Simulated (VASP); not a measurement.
Mg3ZrN3, 7 atoms in the cell. Symmetry: Pm-3m, No. 221, cubic system. Conventional cell: a = 4.464 Å, b = 4.464 Å, c = 4.464 Å, α = 90.00°, β = 90.00°, γ = 90.00°. Within 3.0 Å of Mg (site symmetry 4/mmm) lie 4 N at 2.23 Å. Within 3.0 Å of Zr (site symmetry m-3m) lie 6 N at 2.23 Å. N (site symmetry 4/mmm) has 4 Mg at 2.23 Å and 2 Zr at 2.23 Å within 3.0 Å. The cell was built from a structure type or drawn by symmetry, and may not be a known phase.

```yaml
Program: VASP 6.6.1
Task: single point
Functional: PBE
Potentials_or_basis: VASP PAW PBE potentials, release 64 (Mg, Zr_sv, N)
Cutoff: 520 eV
k_mesh: 8 × 8 × 8
Occupations: gaussian, width 0.1 eV
Spin: no spin polarisation
Dipole_correction: no
Further_INCAR_settings: ALGO = Normal; EDIFF = 1e-07; NBANDS = 26
```

Potentials or basis: VASP PAW PBE potentials, release 64 (Mg, Zr_sv, N).

Launch:

```sh
$ cat potpaw_PBE.64/Mg/POTCAR potpaw_PBE.64/Zr_sv/POTCAR potpaw_PBE.64/N/POTCAR > POTCAR
$ mpirun -np 1 vasp_std > vasp.out
```

Hardware: 1 thread of Intel(R) Xeon(R) 6975P-C (Granite Rapids), with other jobs on the host.

Problem. Estimate the wall time of this run.

Solution. It took 54 s on 1 thread of Intel(R) Xeon(R) 6975P-C (Granite Rapids), with other jobs on the host, peak memory 0.25 GiB. Counts: scf iterations 15, k points 35.
